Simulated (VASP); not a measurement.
A run of VASP 6.6.1 is set up as follows.

The input INCAR:

```
PREC = Accurate
ENCUT = 520
EDIFF = 1E-6
ISMEAR = 0
SIGMA = 0.15
LREAL = False
LASPH = True
NELM = 80
ALGO = Fast
ISIF = 2
LWAVE = False
LCHARG = True
GGA = PS
LELF = True
LVHAR = True
NBANDS = 10
```

File KPOINTS:

```
Automatic mesh
0
Gamma
  14 14 14
```

Contents of POSCAR:

```
K
1.0
   -2.6834500000      2.6834500000      2.6180000000
    2.6834500000     -2.6834500000      2.6180000000
    2.6834500000      2.6834500000     -2.6180000000
K
1
Direct
    0.0000000000      0.0000000000      0.0000000000
```

Potentials or basis: VASP PAW PBE potentials, release 64 (K_sv).

Launch:

```sh
$ cat potpaw_PBE.64/K_sv/POTCAR > POTCAR
$ mpirun -np 1 vasp_std > vasp.out
```

Estimate the band gap on the k mesh.

zero (an odd number of electrons rules out a gap without spin polarisation).

Estimate the pressure.

-0.2 GPa.

Caveat: the cell differs from its parent crystal (strain +0.025 along x and y, +0.000 along z); the PAW data sets were made with another functional, which shifts forces and pressure a little.
